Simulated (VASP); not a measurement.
Set up this calculation in VASP 6.6.1, as the native input.

- Task: single point
- Functional: PBEsol
- Potentials or basis: VASP PAW PBE potentials, release 64 (Co, Si)
- Cutoff: 520 eV
- k mesh: 14 × 14 × 14
- Occupations: gaussian, width 0.15 eV
- Spin: collinear spin, ferromagnetic start
- Starting moments: [2.2, 0.0, 0.0] μB
- Fixed moment: 2.2 μB
- Dipole correction: no
- Further INCAR settings: ALGO = Normal; EDIFF = 1e-07; NBANDS = 20

The structure of CoSi2 lies in POSCAR:

```
CoSi2
1.0
    0.0000000000      2.7585956939      2.7585956939
    2.7585956939      0.0000000000      2.7585956939
    2.7585956939      2.7585956939      0.0000000000
Co Si
1 2
Direct
    0.0000000000      0.0000000000      0.0000000000
    0.2500000000      0.2500000000      0.2500000000
    0.7500000000      0.7500000000      0.7500000000
```

One way to write it, as run:

INCAR

```
ALGO     = Normal         # electronic algorithm
EDIFF    = 1E-7           # SCF threshold, eV
ENCUT    = 520            # plane-wave cutoff, eV
GGA      = PS             # functional
ISIF     = 2              # what is computed and relaxed
ISMEAR   = 0              # smearing method
ISPIN    = 2              # spin polarisation
LASPH    = True           # aspherical terms in the spheres
LCHARG   = False          # write CHGCAR
LMAXMIX  = 4              # l up to which the mixer works
LORBIT   = 11             # projections on sites
LREAL    = False          # projectors in reciprocal space
LWAVE    = False          # write WAVECAR
MAGMOM   = 2.2 0 0        # initial moments
NBANDS   = 20             # bands
NELM     = 150            # most SCF steps
NUPDOWN  = 2.2            # fixed moment
PREC     = Accurate       # precision mode
SIGMA    = 0.15           # smearing width, eV
```

KPOINTS

```
k-points
0
Gamma
  14 14 14
```

Potentials or basis: VASP PAW PBE potentials, release 64 (Co, Si).

Launch:

```console
$ cat potpaw_PBE.64/Co/POTCAR potpaw_PBE.64/Si/POTCAR > POTCAR
$ mpirun -np 1 vasp_std > vasp.out
```

Results of the run:

```json
{"Pressure": "-2.6 GPa", "Net moment": "2.20 μB per cell", "Site moments": "Co +1.39; Si +0.17 μB", "Valence electrons inside the program's atomic spheres": "Co 8.56; Si 1.58"}
```

Caveat: the PAW data sets were made with another functional, which shifts forces and pressure a little; the total moment is fixed, so each spin has its own Fermi level.

Wall time 5.1 min on 1 thread of Intel Xeon 8259CL (shared host), peak memory 0.28 GiB.
